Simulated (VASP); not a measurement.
A run of VASP 6.6.1:

File POSCAR:

```
Sc
1.0
    0.0000000000      2.3061404485      2.3061404485
    2.3061404485      0.0000000000      2.3061404485
    2.3061404485      2.3061404485      0.0000000000
Sc
2
Direct
   -0.1250000000     -0.1250000000     -0.1250000000
    0.1250000000      0.1250000000      0.1250000000
```

INCAR.step1

```
  PREC = Accurate
  ENCUT = 520
  EDIFF = 1E-6
  ISMEAR = -1
  SIGMA = 0.05
  LREAL = F
  LASPH = T
  NELM = 80
  ALGO = Normal
  ISIF = 2
  LWAVE = F
  LCHARG = T
  LMAXMIX = 4
  GGA = PS
  NBANDS = 18
```

File KPOINTS.step1:

```
regular mesh
0
Gamma
  11 11 11
```

File INCAR.step2:

```
  PREC = Accurate
  ENCUT = 520
  EDIFF = 1E-6
  ISMEAR = -5
  SIGMA = 0.05
  LREAL = F
  LASPH = T
  NELM = 80
  ALGO = Normal
  ISIF = 2
  LWAVE = F
  LCHARG = F
  LMAXMIX = 4
  GGA = PS
  LORBIT = 10
  NBANDS = 18
  NEDOS = 1001
  ICHARG = 11
```

The input KPOINTS.step2:

```
regular mesh
0
Gamma
  17 17 17
```

Potentials or basis: VASP PAW PBE potentials, release 64 (Sc_sv).

The run is started by

```bash
$ cat potpaw_PBE.64/Sc_sv/POTCAR > POTCAR
$ cp INCAR.step1 INCAR
$ cp KPOINTS.step1 KPOINTS
$ mpirun -np 1 vasp_std > vasp.out
$ cp INCAR.step2 INCAR
$ cp KPOINTS.step2 KPOINTS
$ mpirun -np 1 vasp_std > vasp.out
```

Hardware: 1 thread of Intel Xeon 8259CL, with other jobs on the host.

**Question.** How long does it take, and how much memory?

**Answer.** Run time: 64 s on 1 thread of Intel Xeon 8259CL, on a shared host, peak memory 0.18 GiB. Counts: k points 165.
